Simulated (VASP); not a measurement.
# BaTiO3: single point with PBEsol

BaTiO3:

```xyz
5
Lattice="3.9556 0.0000 0.0000 0.0000 3.9556 0.0000 0.0000 0.0000 4.0434" Properties=species:S:1:pos:R:3 pbc="T T T"
Ba    0.0000    0.0000   -0.0076
Ti    1.9778    1.9778    1.9527
O     0.0000    1.9778    2.0908
O     1.9778    0.0000    2.0908
O     1.9778    1.9778    0.1123
```

```yaml
Program: VASP 6.6.1
Task: single point
Functional: PBEsol
Potentials_or_basis: VASP PAW PBE potentials, release 64 (Ba_sv, Ti_sv, O_h)
Cutoff: 1340 eV
k_mesh: 7 × 7 × 7
Occupations: fermi-dirac, width 0.05 eV
Spin: no spin polarisation
```

The pressure is 1.8 GPa, the largest force is 0.038 eV/Å and the band gap on the k mesh is 1.90 eV (least direct gap 2.19 eV).

Forces on the atoms (eV/Å):
```
Ba   0.000  0.000  0.038
Ti   0.000  0.000  0.022
O    0.000  0.000 -0.016
O    0.000  0.000 -0.016
O    0.000  0.000 -0.027
```

Levels at points of the mesh, in eV from the valence-band top:
```csv
k point,band 17,band 18,band 19,band 20,band 21,band 22,band 23,band 24
"(0.00, 0.00, 0.00)",-1.16,-0.38,-0.29,-0.29,1.90,2.28,2.28,4.33
```

Wall time 4.4 min on 1 thread of Intel(R) Xeon(R) Platinum 8375C CPU @ 2.90GHz (Ice Lake), on a shared host, peak memory 0.53 GiB.

Caveat: the PAW data sets were made with another functional, which shifts forces and pressure a little; spin-orbit coupling is left out, which moves the levels of the heavy elements. As with any semilocal functional, this PBEsol gap is likely too small.
